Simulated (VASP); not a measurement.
A run of VASP 6.6.1 is set up as follows.

Contents of INCAR:

```
SYSTEM = CaSe
ALGO = Normal ; EDIFF = 1E-6
ENCUT = 520 ; GGA = PE
ISIF = 2 ; ISMEAR = 0
LASPH = .TRUE. ; LCHARG = .FALSE.
LREAL = .FALSE. ; LWAVE = .FALSE.
NBANDS = 15 ; NELM = 100
PREC = Accurate ; SIGMA = 0.05
```

KPOINTS

```
k-points
0
G
  6 6 6
  0 0 0
```

The input POSCAR:

```
CaSe
1.0
    0.0000000000      3.1680000000      3.3000000000
    3.1680000000      0.0000000000      3.3000000000
    3.1680000000      3.1680000000      0.0000000000
Ca Se
1 1
Direct
    0.0000000000      0.0000000000      0.0000000000
    0.7500000000      0.7500000000      0.7500000000
```

Potentials or basis: VASP PAW PBE potentials, release 64 (Ca_sv, Se).

Command:

```bash
$ cat potpaw_PBE.64/Ca_sv/POTCAR potpaw_PBE.64/Se/POTCAR > POTCAR
$ mpirun -np 1 vasp_std > vasp.out
```

Q: Predict the pressure.

A: 3.0 GPa.

Q: Predict the band gap on the k mesh.

A: 3.32 eV (least direct gap 3.44 eV).

Stress tensor (GPa, compression positive):
```
3.02 0.00 0.00
0.00 3.02 0.00
0.00 0.00 2.94
```

Caveat: the cell differs from its parent crystal (strain -0.040 along x and y, +0.000 along z). A k mesh can miss the band edges.
